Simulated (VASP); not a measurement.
# SiO2 (P4_2/mnm) in VASP: notebook, part 2 of 2

VASP 6.6.1. Earlier steps stand in the parts before.

### Step 5. Single point, LDA

This run uses another cell than the first one, of 6.92 Å³/atom, 1.010 times its volume.

INCAR reads:

```
  PREC = Accurate
  ENCUT = 520
  EDIFF = 1E-6
  ISMEAR = 0
  SIGMA = 0.05
  LREAL = F
  LASPH = T
  NELM = 100
  ALGO = Normal
  ISIF = 2
  LWAVE = F
  LCHARG = F
  NBANDS = 25
```

KPOINTS reads:

```
Automatic mesh
0
Gamma
  6 6 8
```

POSCAR reads:

```
SiO2
1.0
    4.1551517022      0.0000000000      0.0000000000
    0.0000000000      4.1551517022      0.0000000000
    0.0000000000      0.0000000000      2.4058000000
Si O
2 4
Direct
    0.5000000000      0.5000000000      0.5000000000
    0.0000000000      0.0000000000      0.0000000000
    0.6944252994      0.6944252994      0.0000000000
    0.1944252994      0.8055747006      0.5000000000
    0.3055747006      0.3055747006      0.0000000000
    0.8055747006      0.1944252994      0.5000000000
```

Command:

```bash
$ cat potpaw_LDA.64/Si/POTCAR potpaw_LDA.64/O/POTCAR > POTCAR
$ mpirun -np 1 vasp_std > vasp.out
```

Run time: 15 s. Hardware: 1 thread of Intel Xeon Platinum 8559C (Emerald Rapids), shared host; peak memory 0.15 GiB.

Results (log left out):

```yaml
Free_energy: -50.6431 eV
Pressure: 52.0 GPa
Largest_force: 0.677 eV/Å
Band_gap_on_the_k_mesh: 7.84 eV, direct
```

Forces on the atoms (eV/Å):
```
Si   0.000  0.000  0.000
Si   0.000  0.000  0.000
O    0.479  0.479  0.000
O    0.479 -0.479  0.000
O   -0.479 -0.479  0.000
O   -0.479  0.479  0.000
```

Stress tensor (GPa, compression positive):
```
 25.64   0.00   0.00
  0.00  25.64   0.00
  0.00   0.00 104.76
```

Levels at points of the mesh, in eV from the valence-band top:
```tsv
k point	band 12	band 13	band 14	band 15	band 16	band 17	band 18	band 19	band 20	band 21
(0.00, 0.00, 0.00)	-2.69	-1.90	-1.04	-1.04	0.00	7.84	8.67	10.83	10.83	11.03
(0.50, 0.00, 0.00)	-3.70	-2.24	-2.24	-1.28	-1.28	9.98	9.98	10.64	10.64	11.63
(0.50, 0.50, 0.00)	-3.00	-2.79	-2.79	-2.68	-2.68	9.60	9.60	11.66	11.66	13.53
(0.00, 0.00, 0.50)	-5.19	-3.27	-3.27	-3.05	-3.05	10.30	10.30	13.14	13.14	13.46
(0.50, 0.00, 0.50)	-4.51	-2.69	-2.69	-1.98	-1.98	9.50	9.50	10.17	10.17	12.51
(0.50, 0.50, 0.50)	-5.08	-2.14	-2.14	-1.74	-1.74	8.12	8.12	11.42	11.42	11.46
```

### Step 6. Single point, LDA

This run uses another cell than the first one, of 6.98 Å³/atom, 1.019 times its volume.

INCAR reads:

```
  PREC = Accurate
  ENCUT = 520
  EDIFF = 1E-7
  ISMEAR = 0
  SIGMA = 0.05
  LREAL = F
  LASPH = T
  NELM = 60
  ALGO = Normal
  ISIF = 2
  LWAVE = F
  LCHARG = F
  GGA = CA
  NBANDS = 25
```

KPOINTS is that of step 5.

Changes to POSCAR since step 5:

```diff
@@ -2,5 +2,5 @@
 1.0
-    4.1551517022      0.0000000000      0.0000000000
-    0.0000000000      4.1551517022      0.0000000000
-    0.0000000000      0.0000000000      2.4058000000
+    4.2299000000      0.0000000000      0.0000000000
+    0.0000000000      4.2299000000      0.0000000000
+    0.0000000000      0.0000000000      2.3420000000
 Si O
```

Potentials or basis: VASP PAW LDA potentials, release 64 (Si, O).

Command:

```bash
$ cat potpaw_LDA.64/Si/POTCAR potpaw_LDA.64/O/POTCAR > POTCAR
$ mpirun -np 1 vasp_std > vasp.out
```

OUTCAR:

```text
PREC = Accurate
   ENCUT = 520
   EDIFF = 1E-7
   ISMEAR = 0
   LREAL = F
   LASPH = T
   NELM = 60
   ISIF = 2
   GGA = CA

 ion  position               nearest neighbor table
   1  0.500  0.500  0.500-   3 1.65   5 1.65   3 1.65   5 1.65   4 1.83   6 1.83
   2  0.000  0.000  0.000-   4 1.65   6 1.65   4 1.65   6 1.65   5 1.83   3 1.83
   3  0.694  0.694  0.000-   1 1.65   1 1.65   2 1.83
   4  0.194  0.806  0.500-   2 1.65   2 1.65   1 1.83
   5  0.306  0.306  0.000-   1 1.65   1 1.65   2 1.83
   6  0.806  0.194  0.500-   2 1.65   2 1.65   1 1.83

  LATTYP: Found a simple tetragonal cell.
 ALAT       =     4.2299000000
 C/A-ratio  =     0.5536773919

  Lattice vectors:

 A1 = (   4.2299000000,   0.0000000000,   0.0000000000)
 A2 = (   0.0000000000,   4.2299000000,   0.0000000000)
 A3 = (   0.0000000000,   0.0000000000,   2.3420000000)

Analysis of symmetry for initial positions (statically):
=====================================================================
 Subroutine PRICEL returns:
 Original cell was already a primitive cell.

 Routine SETGRP: Setting up the symmetry group for a
 simple tetragonal supercell.

 Subroutine GETGRP returns: Found 16 space group operations
 (whereof  8 operations were pure point group operations)
 out of a pool of 16 trial point group operations.

The static configuration has the point symmetry D_2h.
 The point group associated with its full space group is D_4h.

Analysis of symmetry for dynamics (positions and initial velocities):
=====================================================================
 Subroutine PRICEL returns:
 Original cell was already a primitive cell.

 Routine SETGRP: Setting up the symmetry group for a
 simple tetragonal supercell.

 Subroutine GETGRP returns: Found 16 space group operations
 (whereof  8 operations were pure point group operations)
 out of a pool of 16 trial point group operations.
[... 125 lines left out ...]
   ISMEAR =     0;   SIGMA  =   0.05  broadening in eV -4-tet -1-fermi 0-gaus
   EFERMI_NEDOS =   21; number of points for ismear=-14 and -15
   IALGO  =     38    algorithm
   IMIX   =      4    mixing-type and parameters
     AMIX     =   0.40;   BMIX     =  1.00
     AMIX_MAG =   1.60;   BMIX_MAG =  1.00
  volume/ion in A,a.u.               =       6.98        47.13
  Fermi-wavevector in a.u.,A,eV,Ry     =   1.496382  2.827752 30.465607  2.239159
  Thomas-Fermi vector in A             =   2.608406
   LORBIT       =      0    0 simple, 1 ext, 2 COOP (PROOUT), +10 PAW based schemes
   GGA     = CA    functional components
   LHFCALC =     F    Hartree Fock is set to
   AEXX    =    0.0000 exact exchange contribution
   IVDW    =     0    specifies the selected vdW correction
   LEPSILON=     F    determine dielectric tensor
   LRPA    =     F    only Hartree local field effects (RPA)
 non-spin polarized calculation
 Gauss-broadening in eV      SIGMA  =   0.05
  energy-cutoff  :      520.00
  volume of cell :       41.90
 maximum number of plane-waves:      1152
 NGX is ok and might be reduce to    32
   NGX = 15   NGY = 15   NGZ =  9

 number of electron      32.0000028 magnetization

 Free energy of the ion-electron system (eV)
  ---------------------------------------------------
  ext. energy  EPLUGINS =         0.00000000
  ---------------------------------------------------
  free energy    TOTEN  =       -50.02191037 eV

  energy without entropy =      -50.02191037  energy(sigma->0) =      -50.02191037

 E-fermi :   9.4577     XC(G=0): -13.2303

 val. band max:        9.1934845425   @ k =   0.0000   0.0000   0.0000
 cond. band min:      16.6212646085   @ k =   0.0000   0.0000   0.0000
 fundamental gap:      7.4277800660
 Fermi energy:         9.4577033024

 k-point     1 :       0.0000    0.0000    0.0000
  band No.  band energies     occupation
      1     -14.2798      2.00000
      2     -10.4115      2.00000
      3     -10.3687      2.00000
      4     -10.3687      2.00000
      5      -2.1940      2.00000
      6       1.5316      2.00000
[... 661 lines left out ...]
     24      24.3118      0.00000
     25      25.0649      0.00000

 [... further k-points ...]
[... 5 lines left out ...]
  --------------------------------------------------------------------------------------
  -------------------------------------------------------------------------------------
  Total        4.0889866      4.0889866     33.5012766      0.0000000      0.0000000      0.0000000
  in kB      156.3432660    156.3432660   1280.9283805      0.0000000      0.0000000      0.0000000
  external PRESSURE =     531.2049708 kB  Pullay stress =       0.0000000 kB

 VOLUME and BASIS-vectors are now :
 -----------------------------------------------------------------------------
  energy-cutoff  :      520.00
  volume of cell :       41.90
      direct lattice vectors                 reciprocal lattice vectors
     4.229900000  0.000000000  0.000000000     0.236412208  0.000000000  0.000000000
     0.000000000  4.229900000  0.000000000     0.000000000  0.236412208  0.000000000
     0.000000000  0.000000000  2.342000000     0.000000000  0.000000000  0.426985482

 POSITION                                       TOTAL-FORCE (eV/Angst)
 -----------------------------------------------------------------------------------
      2.11495      2.11495      1.17100         0.000000     -0.000000      0.000000
      0.00000      0.00000      0.00000         0.000000     -0.000000      0.000000
      2.93735      2.93735      0.00000         0.309582      0.309582      0.000000
      0.82240      3.40750      1.17100         0.309582     -0.309582      0.000000
      1.29255      1.29255      0.00000        -0.309582     -0.309582     -0.000000
      3.40750      0.82240      1.17100        -0.309582      0.309582      0.000000
 -----------------------------------------------------------------------------------
    total drift:                                0.000000      0.000000     -0.000000

  FREE ENERGIE OF THE ION-ELECTRON SYSTEM (eV)
  ---------------------------------------------------
  free  energy   TOTEN  =       -50.0219103726 eV

  energy  without entropy=      -50.0219103726  energy(sigma->0) =      -50.02191037
```

OSZICAR:

```text
N       E                     dE             d eps       ncg     rms          rms(c)
DAV:   1     0.125598259973E+03    0.12560E+03   -0.17852E+04  2556   0.124E+03
DAV:   2    -0.493013458170E+02   -0.17490E+03   -0.16938E+03  3122   0.285E+02
DAV:   3    -0.553593597619E+02   -0.60580E+01   -0.60357E+01  3369   0.503E+01
DAV:   4    -0.553962161544E+02   -0.36856E-01   -0.36847E-01  2862   0.457E+00
DAV:   5    -0.553964914228E+02   -0.27527E-03   -0.27524E-03  3322   0.373E-01    0.215E+01
DAV:   6    -0.501802160768E+02    0.52163E+01   -0.13242E+01  3117   0.252E+01    0.107E+01
DAV:   7    -0.500650181615E+02    0.11520E+00   -0.96225E-01  3241   0.600E+00    0.358E+00
DAV:   8    -0.500272220985E+02    0.37796E-01   -0.49707E-02  3026   0.180E+00    0.108E+00
DAV:   9    -0.500219802915E+02    0.52418E-02   -0.90266E-03  3282   0.696E-01    0.193E-01
DAV:  10    -0.500219054979E+02    0.74794E-04   -0.58192E-04  3043   0.177E-01    0.549E-02
DAV:  11    -0.500219106299E+02   -0.51320E-05   -0.33913E-05  3308   0.390E-02    0.301E-02
DAV:  12    -0.500219105617E+02    0.68198E-07   -0.51750E-06  3132   0.165E-02    0.134E-02
DAV:  13    -0.500219103692E+02    0.19245E-06   -0.10288E-06  3087   0.761E-03    0.251E-03
DAV:  14    -0.500219103726E+02   -0.33579E-08   -0.45260E-08  1829   0.147E-03
   1 F= -.50021910E+02 E0= -.50021910E+02  d E =-.730287E-16
```

It took 15 s on 1 thread of Intel Xeon Platinum 8559C (Emerald Rapids), shared host; peak memory 0.15 GiB.

What came out:

* Free energy: -50.0219 eV
* Pressure: 53.1 GPa
* Largest force: 0.438 eV/Å
* Band gap on the k mesh: 7.43 eV, direct

Forces in eV/Å, atoms in the order of the input:
```
Si   0.000  0.000  0.000
Si   0.000  0.000  0.000
O    0.310  0.310  0.000
O    0.310 -0.310  0.000
O   -0.310 -0.310  0.000
O   -0.310  0.310  0.000
```

A k mesh can miss the band edges. Expect the measured gap to be larger: semilocal functionals such as LDA lack the derivative discontinuity.

### Step 7. The runs side by side

| cell | gap on the mesh (eV) | pressure (GPa) | largest force (eV/Å) |
| --- | --- | --- | --- |
| a = 4.080, b = 4.080, c = 2.470 Å, 6 atoms | 7.80 | 52.8 | 0.86 |
| a = 4.205, b = 4.205, c = 2.342 Å, 6 atoms | 7.68 | 58.5 | 0.63 |
| a = 4.030, b = 4.030, c = 2.534 Å, 6 atoms | 7.09 | 49.3 | 0.86 |
| a = 4.155, b = 4.155, c = 2.406 Å, 6 atoms | 7.84 | 52.0 | 0.68 |
| a = 4.230, b = 4.230, c = 2.342 Å, 6 atoms | 7.43 | 53.1 | 0.44 |

Alike in all rows: task single point; level LDA; potentials or basis VASP PAW LDA potentials, release 64 (Si, O); no spin polarisation; k mesh 6 × 6 × 8; cutoff (eV) 520; smearing gaussian 0.05 eV.

Total energies depend on the potentials used, so only differences within one code and one set of settings carry meaning.
